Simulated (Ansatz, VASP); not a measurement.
# One calculation of TlBr, two programs

File POSCAR:

```
TlBr
1.0
    3.2608986570      0.0000000000      0.0000000000
    0.0000000000      3.2608986570      0.0000000000
    0.0000000000      0.0000000000      3.2608986570
Tl Br
1 1
Direct
    0.0000000000      0.0000000000      0.0000000000
    0.5000000000      0.5000000000      0.5000000000
```

File INCAR.step1:

```
SYSTEM = TlBr
ALGO = Normal ; EDIFF = 1E-5
ENCUT = 440 ; GGA = PE
GGA_COMPAT = .FALSE. ; ISMEAR = -1
LASPH = .TRUE. ; LCHARG = .FALSE.
LREAL = .FALSE. ; LWAVE = .TRUE.
NBANDS = 17 ; NELM = 120
PREC = Accurate ; SIGMA = 0.03
```

The input INCAR.step2:

```
SYSTEM = TlBr
ALGO = Normal ; EDIFF = 1E-8
ENCUT = 440 ; GGA_COMPAT = .FALSE.
ISIF = 2 ; ISMEAR = -1
ISTART = 1 ; LASPH = .TRUE.
LCHARG = .FALSE. ; LEFG = .TRUE.
LMIXTAU = .TRUE. ; LREAL = .FALSE.
LWAVE = .FALSE. ; METAGGA = R2SCAN
NBANDS = 17 ; NELM = 120
PREC = Accurate ; SIGMA = 0.03
```

File KPOINTS:

```
k-points
0
G
  7 7 7
  0 0 0
```

Input for Ansatz:

```yaml
crystal:
  lattice:
    - [3.260898657, 0.0, 0.0]
    - [0.0, 3.260898657, 0.0]
    - [0.0, 0.0, 3.260898657]
  atoms:
    - { symbol: Tl, position: [0.0, 0.0, 0.0] }
    - { symbol: Br, position: [0.5, 0.5, 0.5] }
kpoints:
  mp_grid: { grid: [7, 7, 7] }
  band_path:
    path:
      - [0.0, 0.0, 0.0]
      - [0.0, 0.5, 0.0]
      - [0.5, 0.5, 0.0]
      - [0.0, 0.0, 0.0]
      - [0.5, 0.5, 0.5]
      - [0.0, 0.5, 0.0]
      - [0.5, 0.5, 0.5]
      - [0.5, 0.5, 0.0]
    npoints: 6
scf:
  occupations: { method: fermi_dirac, width: 0.03 }
hamiltonian:
  xc: r2scan
  pseudopotentials: { kind: paw }
output:
  forces: true
  stress: true
  eigenvalues: true
  efg: { contact_densities: true }
  populations: true
```

Change from the starting cell: volume scaled by 0.55, PAW files.

Alike in both runs: task electric field gradients; functional r2SCAN; k mesh 7 × 7 × 7; occupations fermi-dirac, width 0.03 eV; no spin polarisation.

|  | VASP | Ansatz |
| --- | --- | --- |
| version | VASP 6.6.1 | Ansatz 0.2.0 |
| potentials or method | VASP PAW PBE potentials, release 64 (Tl_d, Br) | PAW with Ansatz's default frozen-core files, scalar-relativistic |
| plane-wave cutoff (eV) | 440 | 500 |
| valence electrons in the cell | 20 | 20 |

Ansatz gave:

```
pressure (GPa) : 65.7
```

Problem. Which values does VASP return?

Solution. Pressure (GPa): 66.1.

VASP's potentials were made for PBE, not for r2SCAN. Both programs put the cell under a high pressure, so it lies far from rest at this level. With one functional, cell and mesh, what is left measures potentials, basis and numerics.

Spin-orbit coupling is off throughout. Noted on VASP's run: the cell as given lies far from equilibrium.
